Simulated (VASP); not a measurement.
Set up this calculation in VASP 6.6.1, as the native input.

* Task: single point
* Functional: r2SCAN
* Potentials or basis: VASP PAW PBE potentials, release 64 (Y_sv)
* Cutoff: 520 eV
* k mesh: 16 × 16 × 16
* Occupations: gaussian, width 0.15 eV
* Spin: no spin polarisation
* Dipole correction: no
* Further INCAR settings: ALGO = Normal; EDIFF = 1e-07; NBANDS = 12

Crystal: Y.

```xyz
1
Lattice="0.0000 2.3856 2.2862 2.3856 0.0000 2.2862 2.3856 2.3856 0.0000" Properties=species:S:1:pos:R:3 pbc="T T T"
Y     0.0000    0.0000    0.0000
```

This cell differs from its parent crystal: strain -0.040 along x and y, -0.080 along z.

These files were run (other wordings do the same):

POSCAR

```
Y
1.0
    0.0000000000      2.3856000000      2.2862000000
    2.3856000000      0.0000000000      2.2862000000
    2.3856000000      2.3856000000      0.0000000000
Y
1
Direct
    0.0000000000      0.0000000000      0.0000000000
```

INCAR.step1

```
SYSTEM = Y
ALGO = Normal
EDIFF = 1E-4
ENCUT = 520
GGA = PE
ISMEAR = 0
LASPH = .TRUE.
LCHARG = .FALSE.
LREAL = .FALSE.
LWAVE = .TRUE.
NBANDS = 12
NELM = 80
PREC = Accurate
SIGMA = 0.15
```

INCAR.step2

```
SYSTEM = Y
ALGO = Normal
EDIFF = 1E-7
ENCUT = 520
ISIF = 2
ISMEAR = 0
ISTART = 1
LASPH = .TRUE.
LCHARG = .TRUE.
LELF = .TRUE.
LMIXTAU = .TRUE.
LREAL = .FALSE.
LVHAR = .TRUE.
LWAVE = .FALSE.
METAGGA = R2SCAN
NBANDS = 12
NELM = 80
PREC = Accurate
SIGMA = 0.15
```

KPOINTS

```
k-points
0
G
  16 16 16
  0 0 0
```

Potentials or basis: VASP PAW PBE potentials, release 64 (Y_sv).

Run with:

```console
$ cat potpaw_PBE.64/Y_sv/POTCAR > POTCAR
$ cp INCAR.step1 INCAR
$ mpirun -np 1 vasp_std > vasp.out
$ cp INCAR.step2 INCAR
$ mpirun -np 1 vasp_std > vasp.out
```

It gave:

```yaml
Pressure: 13.3 GPa
Band_gap_on_the_k_mesh: zero (an odd number of electrons rules out a gap without spin polarisation)
```

Caveat: the cell differs from its parent crystal (strain -0.040 along x and y, -0.080 along z); the cell stands under pressure; the PAW data sets were made with another functional, which shifts forces and pressure a little.

It took 5 min on 1 thread of Intel(R) Xeon(R) 6975P-C (Granite Rapids), with other jobs on the host, peak memory 0.28 GiB.
